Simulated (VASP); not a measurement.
The system is LuF4.

```xyz
5
Lattice="2.9455 1.7006 2.6492 -2.9455 1.7006 2.6492 0.0000 -3.4012 2.6492" Properties=species:S:1:pos:R:3 pbc="T T T"
Lu    0.0000    0.0000    1.6396
F     0.0000    0.0000    7.6990
F    -1.4068    0.8122    3.7115
F     0.0000   -1.6244    3.7115
F     1.4068    0.8122    3.7115
```

The cell was built from a structure type or drawn by symmetry, and may not be a known phase.

* Program: VASP 6.6.1
* Task: relaxation of cell and atoms
* Functional: PBE
* Potentials or basis: VASP PAW PBE potentials, release 64 (Lu, F)
* Cutoff: 600 eV
* k mesh: 6 × 6 × 6
* Occupations: gaussian, width 0.1 eV
* Spin: no spin polarisation

At the start: pressure 24.5 GPa; volume 15.92 Å³/atom.

How do energy, volume and symmetry change on relaxing?

Over 37 steps the energy falls by 558.8 meV/atom and the volume is 15.50 Å³/atom (-2.7 %); space group R3m (No. 160, to 0.1 Å) before and after.

Step by step:
```csv
step,energy change (eV),largest force (eV/Å),pressure (GPa),volume (Å³)
1,0.0000,8.9726,24.51,79.62
2,-0.5364,0.9829,-12.60,111.09
3,-2.1259,0.4722,-6.37,91.58
4,-2.1477,0.6571,-5.67,90.70
5,-2.1562,1.0393,-3.67,89.25
6,-2.1576,0.9425,-4.01,89.58
7,-2.4193,0.9895,-2.36,85.20
8,-2.5908,0.7512,-0.80,80.13
9,-1.8034,2.4925,19.08,70.27
10,-2.5885,0.9729,2.31,79.01
11,-2.6433,0.5453,0.50,79.86
12,-2.6440,0.4165,1.19,79.75
13,-2.6860,0.2456,-0.98,81.45
14,-2.6944,0.1761,-1.98,82.42
15,-2.7279,0.2090,-0.94,81.32
16,-2.7411,0.5905,2.05,79.61
17,-2.7415,0.4124,0.14,80.28
18,-2.7421,0.4530,-0.03,80.12
19,-2.7641,0.2821,0.34,79.35
20,-2.7759,0.2267,0.93,78.29
21,-2.7842,0.2030,-1.18,79.20
22,-2.7841,0.2055,-0.56,79.10
23,-2.7894,0.0550,0.02,78.67
24,-2.7898,0.0794,-0.28,78.59
25,-2.7900,0.1314,-0.17,78.42
26,-2.7900,0.1121,-0.43,78.47
27,-2.7916,0.1405,0.62,77.55
28,-2.7915,0.1338,-0.18,77.75
29,-2.7916,0.1390,0.28,77.60
30,-2.7916,0.1392,0.54,77.58
31,-2.7931,0.0591,0.15,77.43
32,-2.7934,0.0847,0.21,77.33
33,-2.7939,0.0404,-1.36,77.50
34,-2.7938,0.0487,0.07,77.46
35,-2.7938,0.0452,0.02,77.47
36,-2.7938,0.0416,0.00,77.49
37,-2.7939,0.0398,-0.03,77.49
```

Final structure:
```xyz
5
Lattice="3.2309 1.8654 2.1430 -3.2309 1.8654 2.1430 0.0000 -3.7308 2.1430" Properties=species:S:1:pos:R:3 pbc="T T T"
Lu    0.0000    0.0000    1.6074
F     0.0000    0.0000    5.8540
F    -1.4410    0.8319    3.0332
F     0.0000   -1.6639    3.0332
F     1.4410    0.8319    3.0332
```

Caveat: an odd number of electrons without spin polarisation forces a metal; a magnetic or distorted state may lie lower.
